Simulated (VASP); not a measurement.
Input of a VASP 6.6.1 run:

The input INCAR:

```
SYSTEM = Ge
ALGO = Normal ; EDIFF = 1E-6
ENCUT = 520 ; GGA = PE
ISIF = 2 ; ISMEAR = 0
LASPH = .TRUE. ; LCHARG = .TRUE.
LELF = .TRUE. ; LREAL = .FALSE.
LVHAR = .TRUE. ; LWAVE = .FALSE.
NBANDS = 66 ; NELM = 80
PREC = Accurate ; SIGMA = 0.1
```

The input KPOINTS:

```
k-points
0
G
  5 5 5
  0 0 0
```

File POSCAR:

```
Ge
1.0
    3.9430000000     -2.3280000000      0.0000000000
    3.9430000000      2.3280000000      0.0000000000
    0.0000000000      0.0000000000      4.6670000000
Ge
8
Direct
    0.2210000000      0.2210000000      0.0000000000
    0.2790000000      0.2790000000      0.5000000000
    0.7790000000      0.7790000000      0.0000000000
    0.7210000000      0.7210000000      0.5000000000
    0.8279000000      0.1721000000      0.3138000000
    0.6721000000      0.3279000000      0.8138000000
    0.1721000000      0.8279000000      0.6862000000
    0.3279000000      0.6721000000      0.1862000000
```

Potentials or basis: VASP PAW PBE potentials, release 64 (Ge_d).

The run is started by

```bash
$ cat potpaw_PBE.64/Ge_d/POTCAR > POTCAR
$ mpirun -np 1 vasp_std > vasp.out
```

Q: What does it give for the band gap on the k mesh?

A: Zero (band 56 reaches 16.37 eV, above the bottom of band 57 at 12.88 eV).

Q: Estimate the pressure.

A: 143.8 GPa.

Forces in eV/Å, atoms in the order of the input:
```
Ge  -0.152  0.000  0.000
Ge   0.152  0.000  0.000
Ge   0.152  0.000  0.000
Ge  -0.152  0.000  0.000
Ge   0.000 -0.143  0.267
Ge   0.000  0.143  0.267
Ge   0.000  0.143 -0.267
Ge   0.000 -0.143 -0.267
```
